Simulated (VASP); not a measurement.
Input of a VASP 6.6.1 run:

INCAR

```
SYSTEM = B4Rh
ALGO     = Normal         ! electronic algorithm
EDIFF    = 1E-6           ! SCF threshold, eV
ENCUT    = 520            ! plane-wave cutoff, eV
GGA      = PE             ! functional
ISIF     = 2              ! what is computed and relaxed
ISMEAR   = 0              ! smearing method
LASPH    = .True.         ! aspherical terms in the spheres
LCHARG   = .False.        ! write CHGCAR
LREAL    = .False.        ! projectors in reciprocal space
LWAVE    = .False.        ! write WAVECAR
NBANDS   = 22             ! bands
NELM     = 100            ! most SCF steps
PREC     = Accurate       ! precision mode
SIGMA    = 0.1            ! smearing width, eV
```

KPOINTS

```
k-points
0
Gamma
  6 6 6
  0 0 0
```

File POSCAR:

```
B4Rh
1.0
    3.5648434800      0.0000000000      0.0000000000
    0.0000000000      3.5648434800      0.0000000000
    0.0000000000      0.0000000000      3.5648434800
B Rh
4 1
Direct
    0.5000000000      0.0000000000      0.0000000000
    0.0000000000      0.5000000000      0.0000000000
    0.0000000000      0.0000000000      0.5000000000
    0.0000000000      0.0000000000      0.0000000000
    0.5000000000      0.5000000000      0.5000000000
```

Potentials or basis: VASP PAW PBE potentials, release 64 (B, Rh_pv).

Command:

```bash
$ cat potpaw_PBE.64/B/POTCAR potpaw_PBE.64/Rh_pv/POTCAR > POTCAR
$ mpirun -np 1 vasp_std > vasp.out
```

(1) Predict the pressure.

Answers

(1) -11.0 GPa.
